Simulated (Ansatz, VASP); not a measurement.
## Zn2CdN2: VASP beside Ansatz

INCAR

```
SYSTEM = Zn2CdN2
PREC     = Accurate       ! precision mode
ENCUT    = 520            ! plane-wave cutoff, eV
EDIFF    = 1E-6           ! SCF threshold, eV
ISMEAR   = -1             ! smearing method
SIGMA    = 0.05           ! smearing width, eV
LREAL    = .False.        ! projectors in reciprocal space
LASPH    = .True.         ! aspherical terms in the spheres
NELM     = 100            ! most SCF steps
ALGO     = Normal         ! electronic algorithm
ISIF     = 2              ! what is computed and relaxed
LWAVE    = .False.        ! write WAVECAR
LCHARG   = .False.        ! write CHGCAR
GGA      = PE             ! functional
NBANDS   = 31             ! bands
```

Contents of KPOINTS:

```
regular mesh
0
Gamma
  9 9 5
  0 0 0
```

Contents of POSCAR:

```
Zn2CdN2
1.0
    3.4684690724      0.0000000000      0.0000000000
   -1.7342345362      3.0037823289      0.0000000000
    0.0000000000      0.0000000000      6.1113010189
Cd Zn N
1 2 2
Direct
    0.0000000000      0.0000000000      0.5000000000
    0.3333333333      0.6666666667      0.8518700000
    0.6666666667      0.3333333333      0.1481300000
    0.3333333333      0.6666666667      0.2339370000
    0.6666666667      0.3333333333      0.7660630000
```

The input input.yaml:

```yaml
crystal:
  lattice:
    - [3.4684690724, 0.0, 0.0]
    - [-1.7342345362, 3.0037823289, 0.0]
    - [0.0, 0.0, 6.1113010189]
  atoms:
    - { symbol: Cd, position: [0.0, 0.0, 0.5] }
    - { symbol: Zn, position: [0.3333333333, 0.6666666667, 0.85187] }
    - { symbol: Zn, position: [0.6666666667, 0.3333333333, 0.14813] }
    - { symbol: "N", position: [0.3333333333, 0.6666666667, 0.233937] }
    - { symbol: "N", position: [0.6666666667, 0.3333333333, 0.766063] }
hamiltonian:
  xc: pbe
  pseudopotentials: { kind: paw }
kpoints:
  mp_grid: { grid: [9, 9, 5] }
scf:
  occupations: { method: fermi_dirac, width: 0.05 }
output:
  forces: true
  stress: true
  eigenvalues: true
  write_density: true
  write_potential: true
  elf: true
  volumetric_format: npy
```

Alike in both runs: task single point; functional PBE; k mesh 9 × 9 × 5; occupations fermi-dirac, width 0.05 eV; no spin polarisation.

|  | VASP | Ansatz |
| --- | --- | --- |
| version | VASP 6.6.1 | Ansatz 0.2.0 |
| potentials or method | VASP PAW PBE potentials, release 64 (Cd, Zn, N) | Ansatz PAW |
| plane-wave cutoff (eV) | 520 | 420 |
| valence electrons in the cell | 46 | 54 |

Ansatz gave:

* gap on the k mesh at the Fermi level (eV): none
* pressure (GPa): -1.1
* traceless stress, the component that is largest in VASP (GPa): 0.14
* rms of the force components (eV/Å): 0.008

Task: Estimate VASP's values.

Result: gap on the k mesh at the Fermi level (eV): none; pressure (GPa): -0.2; traceless stress, the component that is largest in VASP (GPa): 0.00; rms of the force components (eV/Å): 0.004.

Atom by atom the forces differ by 0.005 eV/Å (rms over components). A gap of «none» marks a metal or a gap that the smearing closes. VASP's potentials hold 46 valence electrons a cell and Ansatz's 54, so a difference there can come from the potentials and not from the codes.
